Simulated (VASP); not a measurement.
# PdClF (P4/nmm) in VASP: further runs

The runs below take PdClF through single point, with r2SCAN.

All numbers are computed with VASP 6.6.1; they aren't measurements. Logs are shortened: lines on timing, memory, paths and dates and some standing lists are left out, and cuts for length are marked.

### 1 The cell of the first run

It takes space group P4/nmm (No. 129, tetragonal). Conventional cell: a = 3.689 Å, b = 3.689 Å, c = 6.458 Å, α = 90.00°, β = 90.00°, γ = 90.00°. Within 3.0 Å of Pd (site symmetry 4mm) lie 4 F at 2.24 Å and 5 Cl at 2.81 to 2.89 Å. Cl (site symmetry 4mm) has 6 Pd at 2.81 to 3.57 Å and 4 F at 2.95 Å and 8 Cl at 3.20 to 3.69 Å within 3.7 Å. Within 3.0 Å of F (site symmetry -4m2) lie 4 Pd at 2.24 Å and 4 F at 2.61 Å and 4 Cl at 2.95 Å.

### 2 Single point, r2SCAN

The input, POSCAR:

```
PdClF
1.0
    3.6885790000      0.0000000000      0.0000000000
    0.0000000000      3.6885790000      0.0000000000
    0.0000000000      0.0000000000      6.4583290000
Pd Cl F
2 2 2
Direct
    0.2500000000      0.2500000000      0.1962000000
    0.7500000000      0.7500000000      0.8038000000
    0.2500000000      0.2500000000      0.6432000000
    0.7500000000      0.7500000000      0.3568000000
    0.7500000000      0.2500000000      0.0000000000
    0.2500000000      0.7500000000      0.0000000000
```

The input, INCAR.step1:

```
ALGO = Normal
EDIFF = 1E-4
ENCUT = 520
GGA = PE
ISMEAR = 1
LASPH = T
LCHARG = F
LREAL = F
LWAVE = T
NBANDS = 33
NELM = 100
PREC = Accurate
SIGMA = 0.2291
```

The input, INCAR.step2:

```
ALGO = Normal
EDIFF = 1E-6
ENCUT = 520
ISIF = 2
ISMEAR = 1
ISTART = 1
LASPH = T
LCHARG = F
LMIXTAU = T
LREAL = F
LWAVE = F
METAGGA = R2SCAN
NBANDS = 33
NELM = 100
PREC = Accurate
SIGMA = 0.2291
```

The input, KPOINTS:

```
k-points
0
Gamma
  5 5 3
```

Potentials or basis: VASP PAW PBE potentials, release 64 (Pd, Cl, F).

Launch:

```sh
$ cat potpaw_PBE.64/Pd/POTCAR potpaw_PBE.64/Cl/POTCAR potpaw_PBE.64/F/POTCAR > POTCAR
$ cp INCAR.step1 INCAR
$ mpirun -np 1 vasp_std > vasp.out
$ cp INCAR.step2 INCAR
$ mpirun -np 1 vasp_std > vasp.out
```

OUTCAR:

```text
EDIFF = 1E-6
   ENCUT = 520
   ISIF = 2
   ISMEAR = 1
   ISTART = 1
   LASPH = T
   LREAL = F
   METAGGA = R2SCAN
   NELM = 100
   PREC = Accurate

 ion  position               nearest neighbor table
   1  0.250  0.250  0.196-   5 2.24   6 2.24   6 2.24   5 2.24   4 2.81   4 2.81   4 2.81   4 2.81
                             3 2.89
   2  0.750  0.750  0.804-   5 2.24   6 2.24   5 2.24   6 2.24   3 2.81   3 2.81   3 2.81   3 2.81
                             4 2.89
   3  0.250  0.250  0.643-   2 2.81   2 2.81   2 2.81   2 2.81   1 2.89
   4  0.750  0.750  0.357-   1 2.81   1 2.81   1 2.81   1 2.81   2 2.89
   5  0.750  0.250  0.000-   1 2.24   2 2.24   2 2.24   1 2.24
   6  0.250  0.750  0.000-   1 2.24   2 2.24   1 2.24   2 2.24

  LATTYP: Found a simple tetragonal cell.
 ALAT       =     3.6885790000
 C/A-ratio  =     1.7508989234

  Lattice vectors:

 A1 = (   3.6885790000,   0.0000000000,   0.0000000000)
 A2 = (   0.0000000000,   3.6885790000,   0.0000000000)
 A3 = (   0.0000000000,   0.0000000000,   6.4583290000)

Analysis of symmetry for initial positions (statically):
=====================================================================
 Subroutine PRICEL returns:
 Original cell was already a primitive cell.

 Routine SETGRP: Setting up the symmetry group for a
 simple tetragonal supercell.

 Subroutine GETGRP returns: Found 16 space group operations
 (whereof  4 operations were pure point group operations)
 out of a pool of 16 trial point group operations.

The static configuration has the point symmetry C_2h.
 The point group associated with its full space group is D_4h.

Analysis of symmetry for dynamics (positions and initial velocities):
=====================================================================
 Subroutine PRICEL returns:
 Original cell was already a primitive cell.

 Routine SETGRP: Setting up the symmetry group for a
 simple tetragonal supercell.

 Subroutine GETGRP returns: Found 16 space group operations
 (whereof  4 operations were pure point group operations)
 out of a pool of 16 trial point group operations.

The dynamic configuration has the point symmetry C_2h.
 The point group associated with its full space group is D_4h.

 Subroutine INISYM returns: Found 16 space group operations
 (whereof  4 operations are pure point group operations),
 and found     1 'primitive' translations

----------------------------------------------------------------------------------------

                                     Primitive cell

  volume of cell :      87.8695

  direct lattice vectors                    reciprocal lattice vectors
     3.688579000  0.000000000  0.000000000     0.271107112  0.000000000  0.000000000
     0.000000000  3.688579000  0.000000000     0.000000000  0.271107112  0.000000000
     0.000000000  0.000000000  6.458329000     0.000000000  0.000000000  0.154838814

  length of vectors
     3.688579000  3.688579000  6.458329000     0.271107112  0.271107112  0.154838814

  position of ions in fractional coordinates (direct lattice)
     0.250000000  0.250000000  0.196200000
     0.750000000  0.750000000  0.803800000
     0.250000000  0.250000000  0.643200000
     0.750000000  0.750000000  0.356800000
     0.750000000  0.250000000  0.000000000
     0.250000000  0.750000000  0.000000000

  ion indices of the primitive-cell ions
   primitive index   ion index
                 1           1
                 2           2
                 3           3
                 4           4
                 5           5
                 6           6

----------------------------------------------------------------------------------------

 KPOINTS: k-points

Automatic generation of k-mesh.
 Grid dimensions read from file:
 generate k-points for:    5    5    3

 Generating k-lattice:

  Cartesian coordinates                     Fractional coordinates (reciprocal lattice)
     0.054221422  0.000000000  0.000000000     0.200000000  0.000000000  0.000000000
     0.000000000  0.054221422  0.000000000     0.000000000  0.200000000  0.000000000
     0.000000000  0.000000000  0.051612938     0.000000000  0.000000000  0.333333333

  Length of vectors
     0.054221422  0.054221422  0.051612938

  Shift w.r.t. Gamma in fractional coordinates (k-lattice)
     0.000000000  0.000000000  0.000000000

 Subroutine IBZKPT returns following result:
 ===========================================

 Found     12 irreducible k-points:

 Following reciprocal coordinates:
            Coordinates               Weight
  0.000000  0.000000  0.000000      1.000000
  0.200000  0.000000  0.000000      4.000000
  0.400000  0.000000  0.000000      4.000000
  0.200000  0.200000  0.000000      4.000000
  0.400000  0.200000  0.000000      8.000000
  0.400000  0.400000  0.000000      4.000000
  0.000000  0.000000  0.333333      2.000000
  0.200000  0.000000  0.333333      8.000000
  0.400000  0.000000  0.333333      8.000000
  0.200000  0.200000  0.333333      8.000000
  0.400000  0.200000  0.333333     16.000000
  0.400000  0.400000  0.333333      8.000000
   k-points           NKPTS =     12   k-points in BZ     NKDIM =     12   number of bands    NBANDS=     33
   number of dos      NEDOS =    301   number of ions     NIONS =      6
   total plane-waves  NPLWV =  37632
   dimension x,y,z NGX =    28 NGY =   28 NGZ =   48
   dimension x,y,z NGXF=    56 NGYF=   56 NGZF=   96
   ions per type =               2   2   2
   NGX,Y,Z   is equivalent  to a cutoff of  12.62, 12.62, 12.36 a.u.
   NGXF,Y,Z  is equivalent  to a cutoff of  25.24, 25.24, 24.71 a.u.
 SYSTEM =  unknown system
   PREC   = accura    normal or accurate (medium, high low for compatibility)
   ISTART =      1    job   : 0-new  1-cont  2-samecut
   ICHARG =      0    charge: 1-file 2-atom 10-const
   ISPIN  =      1    spin polarized calculation?
   LNONCOLLINEAR =      F non collinear calculations
   LSORBIT =      F    spin-orbit coupling
   LASPH  =      T    aspherical Exc in radial PAW
   ENCUT  =  520.0 eV  38.22 Ry    6.18 a.u.   6.86  6.86 12.01*2*pi/ulx,y,z
   NELM   =    100;   NELMIN=  2; NELMDL=  0     # of ELM steps
   EDIFF  = 0.1E-05   stopping-criterion for ELM
   LREAL  =      F    real-space projection
   EDIFFG = 0.1E-04   stopping-criterion for IOM
   NSW    =      0    number of steps for IOM
   IBRION =     -1    ionic relax: 0-MD 1-quasi-New 2-CG
   NFREE  =      0    steps in history (QN), initial steepest desc. (CG)
   ISIF   =      2    stress and relaxation
   ISYM   =      2    0-nonsym 1-usesym 2-fastsym
   POTIM  = 0.5000    time-step for ionic-motion
   TEBEG  =    0.0;   TEEND  =   0.0 temperature during run
   PSTRESS=    0.0 pullay stress
   NELECT =      48.0000    total number of electrons
   NUPDOWN=      -1.0000    fix difference up-down
   EMIN   =  10.00;   EMAX   =-10.00  energy-range for DOS
   EFERMI =   0.00;   METHOD = LEGACY
   ISMEAR =     1;   SIGMA  =   0.23  broadening in eV -4-tet -1-fermi 0-gaus
   EFERMI_NEDOS =   21; number of points for ismear=-14 and -15
   IALGO  =     38    algorithm
   IMIX   =      4    mixing-type and parameters
     AMIX     =   0.40;   BMIX     =  1.00
     AMIX_MAG =   1.60;   BMIX_MAG =  1.00
  volume/ion in A,a.u.               =      14.64        98.83
  Fermi-wavevector in a.u.,A,eV,Ry     =   1.338266  2.528956 24.367436  1.790956
  Thomas-Fermi vector in A             =   2.466750
   LORBIT       =      0    0 simple, 1 ext, 2 COOP (PROOUT), +10 PAW based schemes
   METAGGA = R2SCAN    functional components
   LHFCALC =     F    Hartree Fock is set to
   AEXX    =    0.0000 exact exchange contribution
   IVDW    =     0    specifies the selected vdW correction
   LEPSILON=     F    determine dielectric tensor
   LRPA    =     F    only Hartree local field effects (RPA)
 non-spin polarized calculation
 Methfessel and Paxton  Order N= 1 SIGMA  =   0.23
  energy-cutoff  :      520.00
  volume of cell :       87.87
 maximum number of plane-waves:      2378
 NGX is ok and might be reduce to    28
   NGX = 13   NGY = 13   NGZ = 25

 number of electron      47.9999972 magnetization

 Free energy of the ion-electron system (eV)
  ---------------------------------------------------
  ext. energy  EPLUGINS =         0.00000000
  ---------------------------------------------------
  free energy    TOTEN  =       -66.31002891 eV

  energy without entropy =      -66.23418054  energy(sigma->0) =      -66.28474612

 E-fermi :   4.5676     XC(G=0): -11.6871

 val. band max:        4.5606464247   @ k =   0.4000   0.0000   0.0000
 cond. band min:       4.5828530837   @ k =   0.2000   0.2000   0.0000
 fundamental gap:      0.0222066589
 Fermi energy:         4.5676452685

 k-point     1 :       0.0000    0.0000    0.0000
  band No.  band energies     occupation
      1     -20.2147      2.00000
      2     -19.4511      2.00000
      3     -11.3848      2.00000
      4     -10.4244      2.00000
      5      -1.8164      2.00000
      6      -1.8164      2.00000
[... 25 lines left out ...]
     32      17.2027      0.00000
     33      17.2368      0.00000

 k-point     2 :       0.2000    0.0000    0.0000
  band No.  band energies     occupation
      1     -20.1379      2.00000
      2     -19.5198      2.00000
      3     -11.2402      2.00000
      4     -10.4372      2.00000
      5      -1.7417      2.00000
      6      -1.6724      2.00000
[... 25 lines left out ...]
     32      15.9123      0.00000
     33      16.7695      0.00000

 k-point     3 :       0.4000    0.0000    0.0000
  band No.  band energies     occupation
      1     -19.9409      2.00000
      2     -19.7046      2.00000
      3     -10.8927      2.00000
      4     -10.5686      2.00000
      5      -1.6943      2.00000
      6      -1.3742      2.00000
[... 25 lines left out ...]
     32      16.0307      0.00000
     33      17.0350      0.00000

 k-point     4 :       0.2000    0.2000    0.0000
  band No.  band energies     occupation
      1     -20.0732      2.00000
      2     -19.5727      2.00000
      3     -11.1131      2.00000
      4     -10.4443      2.00000
      5      -1.9709      2.00000
      6      -1.4913      2.00000
[... 25 lines left out ...]
     32      15.9722      0.00000
     33      16.0187      0.00000

 k-point     5 :       0.4000    0.2000    0.0000
  band No.  band energies     occupation
      1     -19.9091      2.00000
      2     -19.7176      2.00000
      3     -10.8137      2.00000
      4     -10.5454      2.00000
      5      -1.8743      2.00000
      6      -1.4101      2.00000
[... 25 lines left out ...]
     32      15.4512      0.00000
     33      16.2185      0.00000

 k-point     6 :       0.4000    0.4000    0.0000
  band No.  band energies     occupation
      1     -19.8347      2.00000
      2     -19.7614      2.00000
      3     -10.6476      2.00000
      4     -10.5411      2.00000
      5      -2.1094      2.00000
      6      -1.9201      2.00000
[... 25 lines left out ...]
     32      16.5427      0.00000
     33      16.9474      0.00000

 k-point     7 :       0.0000    0.0000    0.3333
  band No.  band energies     occupation
      1     -20.2141      2.00000
      2     -19.4507      2.00000
      3     -11.4290      2.00000
      4     -10.3634      2.00000
      5      -1.8177      2.00000
      6      -1.8177      2.00000
[... 25 lines left out ...]
     32      16.4920      0.00000
     33      16.7932      0.00000

 k-point     8 :       0.2000    0.0000    0.3333
  band No.  band energies     occupation
      1     -20.1377      2.00000
      2     -19.5198      2.00000
      3     -11.2737      2.00000
      4     -10.3930      2.00000
      5      -1.8287      2.00000
      6      -1.6763      2.00000
[... 25 lines left out ...]
     32      16.0918      0.00000
     33      16.5145      0.00000

 k-point     9 :       0.4000    0.0000    0.3333
  band No.  band energies     occupation
      1     -19.9409      2.00000
      2     -19.7047      2.00000
      3     -10.9036      2.00000
      4     -10.5547      2.00000
      5      -1.5804      2.00000
      6      -1.2857      2.00000
[... 25 lines left out ...]
     32      15.3125      0.00000
     33      16.0897      0.00000

 k-point    10 :       0.2000    0.2000    0.3333
  band No.  band energies     occupation
      1     -20.0730      2.00000
      2     -19.5727      2.00000
      3     -11.1374      2.00000
      4     -10.4119      2.00000
      5      -2.0659      2.00000
      6      -1.4232      2.00000
[... 25 lines left out ...]
     32      15.6271      0.00000
     33      16.1643      0.00000

 k-point    11 :       0.4000    0.2000    0.3333
  band No.  band energies     occupation
      1     -19.9090      2.00000
      2     -19.7176      2.00000
      3     -10.8197      2.00000
      4     -10.5339      2.00000
      5      -2.0204      2.00000
      6      -1.5220      2.00000
[... 25 lines left out ...]
     32      15.8317      0.00000
     33      16.1336      0.00000

 k-point    12 :       0.4000    0.4000    0.3333
  band No.  band energies     occupation
      1     -19.8347      2.00000
      2     -19.7613      2.00000
      3     -10.6455      2.00000
      4     -10.5340      2.00000
      5      -2.2547      2.00000
      6      -2.0123      2.00000
[... 25 lines left out ...]
     32      15.6759      0.00000
     33      16.7631      0.00000

------------------------ aborting loop because EDIFF is reached ----------------------------------------

  FORCE on cell =-STRESS in cart. coord.  units (eV):
  Direction    XX          YY          ZZ          XY          YZ          ZX
  --------------------------------------------------------------------------------------
  -------------------------------------------------------------------------------------
  Total        1.1651336      1.1651336      4.8998001      0.0000000     -0.0000000      0.0000000
  in kB       21.2445704     21.2445704     89.3409565      0.0000000     -0.0000000      0.0000000
  external PRESSURE =      43.9433658 kB  Pullay stress =       0.0000000 kB

 VOLUME and BASIS-vectors are now :
 -----------------------------------------------------------------------------
  energy-cutoff  :      520.00
  volume of cell :       87.87
      direct lattice vectors                 reciprocal lattice vectors
     3.688579000  0.000000000  0.000000000     0.271107112  0.000000000  0.000000000
     0.000000000  3.688579000  0.000000000     0.000000000  0.271107112  0.000000000
     0.000000000  0.000000000  6.458329000     0.000000000  0.000000000  0.154838814

 POSITION                                       TOTAL-FORCE (eV/Angst)
 -----------------------------------------------------------------------------------
      0.92214      0.92214      1.26712         0.000000      0.000000      1.337627
      2.76643      2.76643      5.19120        -0.000000      0.000000     -1.337627
      0.92214      0.92214      4.15400         0.000000     -0.000000      0.428968
      2.76643      2.76643      2.30433        -0.000000     -0.000000     -0.428968
      2.76643      0.92214      0.00000         0.000000     -0.000000      0.000000
      0.92214      2.76643      0.00000         0.000000     -0.000000      0.000000
 -----------------------------------------------------------------------------------
    total drift:                                0.000000      0.000000     -0.000000

  FREE ENERGIE OF THE ION-ELECTRON SYSTEM (eV)
  ---------------------------------------------------
  free  energy   TOTEN  =       -66.3100289066 eV

  energy  without entropy=      -66.2341805393  energy(sigma->0) =      -66.28474612
```

It took 86 s on 1 thread of AMD EPYC 7R13 (Zen 3), shared host; peak memory 0.18 GiB.

What came out:

* Free energy: -66.3100 eV
* Pressure: 4.4 GPa
* Largest force: 1.338 eV/Å
* Band gap on the k mesh: zero (bands 24 and 25 overlap by 0.12 eV)

Forces on the atoms (eV/Å):
```
Pd   0.000  0.000  1.338
Pd   0.000  0.000 -1.338
Cl   0.000  0.000  0.429
Cl   0.000  0.000 -0.429
F    0.000  0.000  0.000
F    0.000  0.000  0.000
```

Levels at points of the mesh, in eV from the Fermi level:
```tsv
k point	band 20	band 21	band 22	band 23	band 24	band 25	band 26	band 27	band 28	band 29
(0.00, 0.00, 0.00)	-1.15	-0.82	-0.28	-0.28	0.05	0.43	0.43	3.99	5.61	8.47
```

Caveat: the cell stands under pressure; the PAW data sets were made with another functional, which shifts forces and pressure a little.

[end of part 1 of 2]
